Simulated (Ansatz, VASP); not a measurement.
**SnTe in VASP and in Ansatz**

```
CELL_PARAMETERS angstrom
4.19401 0.00000 0.00000
-2.09700 3.63212 0.00000
0.00000 0.00000 4.17300
ATOMIC_POSITIONS crystal
Sn 0.66667 0.33333 0.50000
Te 0.00000 0.00000 0.00000
```

Change from the starting cell: species swapped into the WC type (P-6m2, No. 187).

Alike in both runs: functional PBE; k mesh 6 × 6 × 4; occupations gaussian, width 0.1 eV; no spin polarisation.

Ansatz relaxed the structure, and its values are those at the end. VASP's run is a single point on that final structure, the one shown.

```csv
,VASP,Ansatz
version,VASP 6.6.1,Ansatz 0.2.0
potentials or method,"VASP PAW PBE potentials, release 64 (Sn_d, Te), cutoff 520 eV","scalar-relativistic, plane waves, PAW"
valence electrons in the cell,20,30
```

VASP gave:

```
gap on the k mesh at the Fermi level (eV) : none
pressure (GPa)                            : 0.2
```

Which values does Ansatz return?

gap on the k mesh at the Fermi level (eV): none; pressure (GPa): 0.3.

A gap of «none» marks a metal or a gap that the smearing closes. With one functional, cell and mesh, what is left measures potentials, basis and numerics. VASP's potentials hold 20 valence electrons a cell and Ansatz's 30, so a difference there can come from the potentials and not from the codes.

The k mesh is coarse, so the values compare programs but aren't converged. Spin-orbit coupling is off throughout.
